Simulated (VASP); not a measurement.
Here is a VASP 6.6.1 calculation.

INCAR

```
PREC = Accurate
ENCUT = 600
EDIFF = 1E-6
ISMEAR = -1
SIGMA = 0.1
LREAL = False
LASPH = True
NELM = 80
ALGO = Normal
ISIF = 3
LWAVE = False
LCHARG = False
GGA = PE
IBRION = 2
NSW = 60
EDIFFG = -0.005
PSTRESS = 3300.0
```

File KPOINTS:

```
regular mesh
0
Gamma
  24 24 13
```

POSCAR

```
B
1.0
    1.7217390287      0.0000000000      0.0000000000
   -0.8608695143      1.4910697375      0.0000000000
    0.0000000000      0.0000000000      2.7892172265
B
2
Direct
    0.3333333333      0.6666666667      0.2500000000
    0.6666666667      0.3333333333      0.7500000000
```

Potentials or basis: VASP PAW PBE potentials, release 64 (B).

The run is started by

```sh
$ cat potpaw_PBE.64/B/POTCAR > POTCAR
$ mpirun -np 1 vasp_std > vasp.out
```

Problem. Predict the space group after relaxing (to 0.1 Å).

Solution. P6_3/mmc (No. 194).

Problem. Estimate the relaxed cell.

Solution. a = 1.664 Å, b = 1.664 Å, c = 2.997 Å, α = 90.00°, β = 90.00°, γ = 120.00°.

Stress tensor (GPa, compression positive):
```
330.09   0.00   0.00
  0.00 330.09   0.00
  0.00   0.00 330.17
```

Caveat: the cell is relaxed towards a set pressure, so the run minimises the enthalpy, not the energy.
